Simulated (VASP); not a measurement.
# LiPtSe2 (P6_3/mmc) in VASP: settings compared, part 2 of 2

VASP 6.6.1.

## Step 3: Single point, PBE

This run uses another cell than the first one, of 19.93 Å³/atom.

File INCAR:

```
PREC = Accurate ; ENCUT = 520
EDIFF = 1E-6 ; ISMEAR = 0
SIGMA = 0.1 ; LREAL = F
LASPH = T ; NELM = 100
ALGO = Normal ; ISIF = 2
LWAVE = F ; LCHARG = F
GGA = PE ; NBANDS = 35
```

File KPOINTS:

```
regular mesh
0
Gamma
  12 12 4
```

File POSCAR:

```
LiPtSe2
1.0
    3.8445794080      0.0000000000      0.0000000000
   -1.9222897040      3.3295034342      0.0000000000
    0.0000000000      0.0000000000     12.4557862744
Li Pt Se
2 2 4
Direct
    0.0000000000      0.0000000000      0.2500000000
    0.0000000000      0.0000000000      0.7500000000
    0.0000000000      0.0000000000      0.0000000000
    0.0000000000      0.0000000000      0.5000000000
    0.3333333333      0.6666666667      0.1062337055
    0.6666666667      0.3333333333      0.8937662945
    0.6666666667      0.3333333333      0.6062337055
    0.3333333333      0.6666666667      0.3937662945
```

Potentials or basis: VASP PAW PBE potentials, release 64 (Li_sv, Pt, Se).

On the command line:

```sh
> cat potpaw_PBE.64/Li_sv/POTCAR potpaw_PBE.64/Pt/POTCAR potpaw_PBE.64/Se/POTCAR > POTCAR
> mpirun -np 1 vasp_std > vasp.out
```

OUTCAR:

```text
PREC = Accurate
   ENCUT = 520
   EDIFF = 1E-6
   ISMEAR = 0
   LREAL = F
   LASPH = T
   NELM = 100
   ISIF = 2
   GGA = PE

 ion  position               nearest neighbor table
   1  0.000  0.000  0.250-
   2  0.000  0.000  0.750-
   3  0.000  0.000  0.000-   5 2.58   6 2.58   6 2.58   5 2.58   6 2.58   5 2.58
   4  0.000  0.000  0.500-   7 2.58   8 2.58   7 2.58   8 2.58   7 2.58   8 2.58
   5  0.333  0.667  0.106-   3 2.58   3 2.58   3 2.58
   6  0.667  0.333  0.894-   3 2.58   3 2.58   3 2.58
   7  0.667  0.333  0.606-   4 2.58   4 2.58   4 2.58
   8  0.333  0.667  0.394-   4 2.58   4 2.58   4 2.58

  LATTYP: Found a hexagonal cell.
 ALAT       =     3.8445794080
 C/A-ratio  =     3.2398306687

  Lattice vectors:

 A1 = (   3.8445794080,   0.0000000000,   0.0000000000)
 A2 = (  -1.9222897040,   3.3295034342,   0.0000000000)
 A3 = (   0.0000000000,   0.0000000000,  12.4557862744)

Analysis of symmetry for initial positions (statically):
=====================================================================
 Subroutine PRICEL returns:
 Original cell was already a primitive cell.

 Routine SETGRP: Setting up the symmetry group for a
 hexagonal supercell.

 Subroutine GETGRP returns: Found 24 space group operations
 (whereof 12 operations were pure point group operations)
 out of a pool of 24 trial point group operations.

The static configuration has the point symmetry D_3d.
 The point group associated with its full space group is D_6h.

Analysis of symmetry for dynamics (positions and initial velocities):
=====================================================================
 Subroutine PRICEL returns:
 Original cell was already a primitive cell.

 Routine SETGRP: Setting up the symmetry group for a
 hexagonal supercell.

 Subroutine GETGRP returns: Found 24 space group operations
 (whereof 12 operations were pure point group operations)
 out of a pool of 24 trial point group operations.

The dynamic configuration has the point symmetry D_3d.
 The point group associated with its full space group is D_6h.

 Subroutine INISYM returns: Found 24 space group operations
 (whereof 12 operations are pure point group operations),
 and found     1 'primitive' translations

----------------------------------------------------------------------------------------

                                     Primitive cell

  volume of cell :     159.4408

  direct lattice vectors                    reciprocal lattice vectors
     3.844579408  0.000000000  0.000000000     0.260106476  0.150172544  0.000000000
    -1.922289704  3.329503434  0.000000000     0.000000000  0.300345087  0.000000000
     0.000000000  0.000000000 12.455786274     0.000000000  0.000000000  0.080283972

  length of vectors
     3.844579408  3.844579408 12.455786274     0.300345087  0.300345087  0.080283972

  position of ions in fractional coordinates (direct lattice)
     0.000000000  0.000000000  0.250000000
     0.000000000  0.000000000  0.750000000
     0.000000000  0.000000000  0.000000000
     0.000000000  0.000000000  0.500000000
     0.333333333  0.666666667  0.106233706
     0.666666667  0.333333333  0.893766294
     0.666666667  0.333333333  0.606233706
[... 26 lines left out ...]
     0.000000000  0.000000000  0.020070993     0.000000000  0.000000000  0.250000000

  Length of vectors
     0.025028757  0.025028757  0.020070993

  Shift w.r.t. Gamma in fractional coordinates (k-lattice)
     0.000000000  0.000000000  0.000000000

 Subroutine IBZKPT returns following result:
 ===========================================

 Found     57 irreducible k-points:

 Following reciprocal coordinates:
            Coordinates               Weight
  0.000000  0.000000  0.000000      1.000000
  0.083333  0.000000  0.000000      6.000000
  0.166667 -0.000000  0.000000      6.000000
  0.250000  0.000000  0.000000      6.000000
  0.333333  0.000000  0.000000      6.000000
  0.416667  0.000000  0.000000      6.000000
[... 16 lines left out ...]
  0.250000  0.000000  0.250000     12.000000
  0.333333  0.000000  0.250000     12.000000
 [... further k-points ...]
   k-points           NKPTS =     57   k-points in BZ     NKDIM =     57   number of bands    NBANDS=     35
   number of dos      NEDOS =    301   number of ions     NIONS =      8
   total plane-waves  NPLWV =  86400
   dimension x,y,z NGX =    30 NGY =   30 NGZ =   96
   dimension x,y,z NGXF=    60 NGYF=   60 NGZF=  192
   ions per type =               2   2   4
   NGX,Y,Z   is equivalent  to a cutoff of  12.97, 12.97, 12.81 a.u.
   NGXF,Y,Z  is equivalent  to a cutoff of  25.94, 25.94, 25.63 a.u.
 SYSTEM =  unknown system
   PREC   = accura    normal or accurate (medium, high low for compatibility)
   ISTART =      0    job   : 0-new  1-cont  2-samecut
   ICHARG =      2    charge: 1-file 2-atom 10-const
   ISPIN  =      1    spin polarized calculation?
   LNONCOLLINEAR =      F non collinear calculations
   LSORBIT =      F    spin-orbit coupling
   LASPH  =      T    aspherical Exc in radial PAW
   ENCUT  =  520.0 eV  38.22 Ry    6.18 a.u.   7.15  7.15 23.16*2*pi/ulx,y,z
   NELM   =    100;   NELMIN=  2; NELMDL= -5     # of ELM steps
   EDIFF  = 0.1E-05   stopping-criterion for ELM
   LREAL  =      F    real-space projection
[... 7 lines left out ...]
   TEBEG  =    0.0;   TEEND  =   0.0 temperature during run
   PSTRESS=    0.0 pullay stress
   NELECT =      50.0000    total number of electrons
   NUPDOWN=      -1.0000    fix difference up-down
   EMIN   =  10.00;   EMAX   =-10.00  energy-range for DOS
   EFERMI =   0.00;   METHOD = LEGACY
   ISMEAR =     0;   SIGMA  =   0.10  broadening in eV -4-tet -1-fermi 0-gaus
   EFERMI_NEDOS =   21; number of points for ismear=-14 and -15
   IALGO  =     38    algorithm
   IMIX   =      4    mixing-type and parameters
     AMIX     =   0.40;   BMIX     =  1.00
     AMIX_MAG =   1.60;   BMIX_MAG =  1.00
  volume/ion in A,a.u.               =      19.93       134.49
  Fermi-wavevector in a.u.,A,eV,Ry     =   1.112240  2.101828 16.831453  1.237077
  Thomas-Fermi vector in A             =   2.248812
   LORBIT       =      0    0 simple, 1 ext, 2 COOP (PROOUT), +10 PAW based schemes
   GGA     = PE    functional components
   LHFCALC =     F    Hartree Fock is set to
   AEXX    =    0.0000 exact exchange contribution
   IVDW    =     0    specifies the selected vdW correction
   LEPSILON=     F    determine dielectric tensor
   LRPA    =     F    only Hartree local field effects (RPA)
 non-spin polarized calculation
 Gauss-broadening in eV      SIGMA  =   0.10
  energy-cutoff  :      520.00
  volume of cell :      159.44
 maximum number of plane-waves:      4323
 NGX is ok and might be reduce to    30
   NGX = 15   NGY = 15   NGZ = 47

 number of electron      49.9999965 magnetization

 Free energy of the ion-electron system (eV)
  ---------------------------------------------------
  ext. energy  EPLUGINS =         0.00000000
  ---------------------------------------------------
  free energy    TOTEN  =       -34.36968274 eV

  energy without entropy =      -34.34893581  energy(sigma->0) =      -34.35930928

 E-fermi :   5.2523     XC(G=0):  -9.7966

 val. band max:        5.2518166653   @ k =   0.0833   0.0833   0.0000
 cond. band min:       5.2586196429   @ k =   0.2500   0.1667   0.0000
 fundamental gap:      0.0068029776
 Fermi energy:         5.2522501297

 k-point     1 :       0.0000    0.0000    0.0000
  band No.  band energies     occupation
      1     -41.8502      2.00000
      2     -41.8501      2.00000
      3      -9.7308      2.00000
      4      -9.5824      2.00000
      5      -8.3703      2.00000
      6      -8.0910      2.00000
[... 901 lines left out ...]
     34      10.9760      0.00000
     35      11.3401      0.00000

 [... further k-points ...]
[... 5 lines left out ...]
  --------------------------------------------------------------------------------------
  -------------------------------------------------------------------------------------
  Total       -0.0957042     -0.0957042     -0.0851657      0.0000000     -0.0000000      0.0000000
  in kB       -0.9617056     -0.9617056     -0.8558071      0.0000000     -0.0000000      0.0000000
  external PRESSURE =      -0.9264061 kB  Pullay stress =       0.0000000 kB

 VOLUME and BASIS-vectors are now :
 -----------------------------------------------------------------------------
  energy-cutoff  :      520.00
  volume of cell :      159.44
      direct lattice vectors                 reciprocal lattice vectors
     3.844579408  0.000000000  0.000000000     0.260106476  0.150172544  0.000000000
    -1.922289704  3.329503434  0.000000000     0.000000000  0.300345087  0.000000000
     0.000000000  0.000000000 12.455786274     0.000000000  0.000000000  0.080283972

 POSITION                                       TOTAL-FORCE (eV/Angst)
 -----------------------------------------------------------------------------------
      0.00000      0.00000      3.11395        -0.000000      0.000000      0.000000
      0.00000      0.00000      9.34184        -0.000000      0.000000     -0.000000
      0.00000      0.00000      0.00000        -0.000000      0.000000      0.000000
      0.00000      0.00000      6.22789        -0.000000      0.000000      0.000000
     -0.00000      2.21967      1.32322         0.000000      0.000000     -0.002086
      1.92229      1.10983     11.13256        -0.000000     -0.000000      0.002086
      1.92229      1.10983      7.55112        -0.000000      0.000000     -0.002086
     -0.00000      2.21967      4.90467         0.000000      0.000000      0.002086
 -----------------------------------------------------------------------------------
    total drift:                                0.000000      0.000000      0.000000

  FREE ENERGIE OF THE ION-ELECTRON SYSTEM (eV)
  ---------------------------------------------------
  free  energy   TOTEN  =       -34.3696827430 eV

  energy  without entropy=      -34.3489358109  energy(sigma->0) =      -34.35930928
```

It took 2.9 min on 1 thread of Intel Xeon 6975P-C (Granite Rapids), shared host; peak memory 0.45 GiB.

What came out:

- Free energy: -34.3697 eV
- Band gap on the k mesh: zero (bands 25 and 26 overlap by 1.80 eV)

Forces on the atoms (eV/Å):
```
Li   0.000  0.000  0.000
Li   0.000  0.000  0.000
Pt   0.000  0.000  0.000
Pt   0.000  0.000  0.000
Se   0.000  0.000 -0.002
Se   0.000  0.000  0.002
Se   0.000  0.000 -0.002
Se   0.000  0.000  0.002
```

Levels at points of the mesh, in eV from the Fermi level:
```
           k point  band 23  band 24  band 25  band 26  band 27  band 28
(0.00, 0.00, 0.00)    -1.47    -1.29     1.02     1.02     1.40     1.40
(0.50, 0.00, 0.00)    -2.84    -2.34     0.13     0.59     1.18     1.25
(0.00, 0.00, 0.50)    -1.61    -1.61     1.22     1.22     1.22     1.22
(0.50, 0.00, 0.50)    -2.73    -2.73     0.66     0.66     0.87     0.87
```

Caveat: the cutoff is under 1.25 times the usual one of these potentials, so pressure, stress and relaxed cells hold a basis-set (Pulay) error; spin-orbit coupling is left out, which moves the levels of the heavy elements.

## Step 4: Single point, PBEsol

This run uses another cell than the first one, of 19.93 Å³/atom.

File INCAR:

```
SYSTEM = LiPtSe2
PREC = Accurate
ENCUT = 520
EDIFF = 1E-6
ISMEAR = 0
SIGMA = 0.1
LREAL = .FALSE.
LASPH = .TRUE.
NELM = 80
ALGO = Normal
ISIF = 2
LWAVE = .FALSE.
LCHARG = .FALSE.
GGA = PS
NBANDS = 35
```

File KPOINTS:

```
regular mesh
0
G
  12 12 4
  0 0 0
```

POSCAR is that of step 3.

On the command line:

```sh
> cat potpaw_PBE.64/Li_sv/POTCAR potpaw_PBE.64/Pt/POTCAR potpaw_PBE.64/Se/POTCAR > POTCAR
> mpirun -np 1 vasp_std > vasp.out
```

It took 3.5 min on 1 thread of Intel Xeon 6975P-C (Granite Rapids), shared host; peak memory 0.44 GiB.

Results (log left out):

| Item | Value |
| --- | --- |
| Free energy | -37.6654 eV |
| Largest force | 0.355 eV/Å |
| Band gap on the k mesh | zero (bands 25 and 26 overlap by 1.83 eV) |

Forces in eV/Å, atoms in the order of the input:
```
Li   0.000  0.000  0.000
Li   0.000  0.000  0.000
Pt   0.000  0.000  0.000
Pt   0.000  0.000  0.000
Se   0.000  0.000 -0.355
Se   0.000  0.000  0.355
Se   0.000  0.000 -0.355
Se   0.000  0.000  0.355
```

Levels at points of the mesh, in eV from the Fermi level:
| k point | band 22 | band 23 | band 24 | band 25 | band 26 | band 27 | band 28 | band 29 |
| --- | --- | --- | --- | --- | --- | --- | --- | --- |
| (0.00, 0.00, 0.00) | -1.45 | -1.45 | -1.28 | 1.05 | 1.05 | 1.42 | 1.42 | 1.89 |
| (0.50, 0.00, 0.00) | -2.94 | -2.83 | -2.32 | 0.14 | 0.60 | 1.21 | 1.27 | 1.27 |
| (0.00, 0.00, 0.50) | -1.58 | -1.58 | -1.58 | 1.24 | 1.24 | 1.24 | 1.24 | 2.65 |
| (0.50, 0.00, 0.50) | -3.01 | -2.72 | -2.72 | 0.67 | 0.67 | 0.89 | 0.89 | 2.01 |

Caveat: the cutoff is under 1.25 times the usual one of these potentials, so pressure, stress and relaxed cells hold a basis-set (Pulay) error; the PAW data sets were made with another functional, which shifts forces and pressure a little; spin-orbit coupling is left out, which moves the levels of the heavy elements.

## Step 5: Single point, r2SCAN

This run uses another cell than the first one, of 19.93 Å³/atom.

POSCAR is that of step 4.

File INCAR.step1:

```
PREC = Accurate ; ENCUT = 520
ISMEAR = 0 ; SIGMA = 0.1
LREAL = F ; LASPH = T
NELM = 80 ; NBANDS = 35
GGA = PE ; ALGO = Normal
EDIFF = 1E-4 ; LWAVE = T
LCHARG = F
```

File INCAR.step2:

```
PREC = Accurate ; ENCUT = 520
EDIFF = 1E-6 ; ISMEAR = 0
SIGMA = 0.1 ; LREAL = F
LASPH = T ; NELM = 80
ALGO = Normal ; ISIF = 2
LWAVE = F ; LCHARG = F
METAGGA = R2SCAN ; LMIXTAU = T
NBANDS = 35 ; ISTART = 1
```

File KPOINTS:

```
regular mesh
0
Gamma
  12 12 4
```

On the command line:

```sh
> cat potpaw_PBE.64/Li_sv/POTCAR potpaw_PBE.64/Pt/POTCAR potpaw_PBE.64/Se/POTCAR > POTCAR
> cp INCAR.step1 INCAR
> mpirun -np 1 vasp_std > vasp.out
> cp INCAR.step2 INCAR
> mpirun -np 1 vasp_std > vasp.out
```

It took 15 min on 1 thread of Intel Xeon 6975P-C (Granite Rapids), shared host; peak memory 0.49 GiB.

It converged, with:

```yaml
Free_energy: -169.9380 eV
Largest_force: 0.086 eV/Å
Band_gap_on_the_k_mesh: zero (bands 25 and 26 overlap by 1.76 eV)
```

Forces in eV/Å, atoms in the order of the input:
```
Li   0.000  0.000  0.000
Li   0.000  0.000  0.000
Pt   0.000  0.000  0.000
Pt   0.000  0.000  0.000
Se   0.000  0.000 -0.086
Se   0.000  0.000  0.086
Se   0.000  0.000 -0.086
Se   0.000  0.000  0.086
```

Levels at points of the mesh, in eV from the Fermi level:
| k point | band 23 | band 24 | band 25 | band 26 | band 27 | band 28 |
| --- | --- | --- | --- | --- | --- | --- |
| (0.00, 0.00, 0.00) | -1.69 | -1.46 | 0.98 | 0.98 | 1.37 | 1.37 |
| (0.50, 0.00, 0.00) | -3.06 | -2.55 | 0.15 | 0.55 | 1.15 | 1.24 |
| (0.00, 0.00, 0.50) | -1.82 | -1.82 | 1.18 | 1.18 | 1.18 | 1.18 |
| (0.50, 0.00, 0.50) | -2.93 | -2.93 | 0.67 | 0.67 | 0.84 | 0.84 |

Caveat: the cutoff is under 1.25 times the usual one of these potentials, so pressure, stress and relaxed cells hold a basis-set (Pulay) error; the PAW data sets were made with another functional, which shifts forces and pressure a little; spin-orbit coupling is left out, which moves the levels of the heavy elements.

## Step 6: Overview

| level | cell | k mesh | gap on the mesh (eV) | largest force (eV/Å) |
| --- | --- | --- | --- | --- |
| PBE | a = 3.724, b = 3.724, c = 9.462 Å, angles 90.0, 90.0, 120.0°, 8 atoms, atomic positions A | 6 × 6 × 2 | none | 3.71 |
| PBE | a = 3.845, b = 3.845, c = 12.456 Å, angles 90.0, 90.0, 120.0°, 8 atoms, atomic positions B | 12 × 12 × 4 | none | - |
| PBEsol | a = 3.845, b = 3.845, c = 12.456 Å, angles 90.0, 90.0, 120.0°, 8 atoms, atomic positions B | 12 × 12 × 4 | none | 0.36 |
| r2SCAN | a = 3.845, b = 3.845, c = 12.456 Å, angles 90.0, 90.0, 120.0°, 8 atoms, atomic positions B | 12 × 12 × 4 | none | 0.09 |

Alike in all rows: task single point; potentials or basis VASP PAW PBE potentials, release 64 (Li_sv, Pt, Se); no spin polarisation; cutoff (eV) 520; smearing gaussian 0.1 eV.

Caveats: the cutoff is under 1.25 times the usual one of these potentials, so pressure, stress and relaxed cells hold a basis-set (Pulay) error; spin-orbit coupling is left out, which moves the levels of the heavy elements; the PAW data sets were made with another functional, which shifts forces and pressure a little (at least some runs); forces of over 1 eV/Å act on the atoms, so gaps and moduli don't describe the material at rest (at least some runs).

Total energies depend on the potentials used, so only differences within one code and one set of settings carry meaning.

The gap in the log of VASP goes by the Fermi energy; the results here count the filled bands.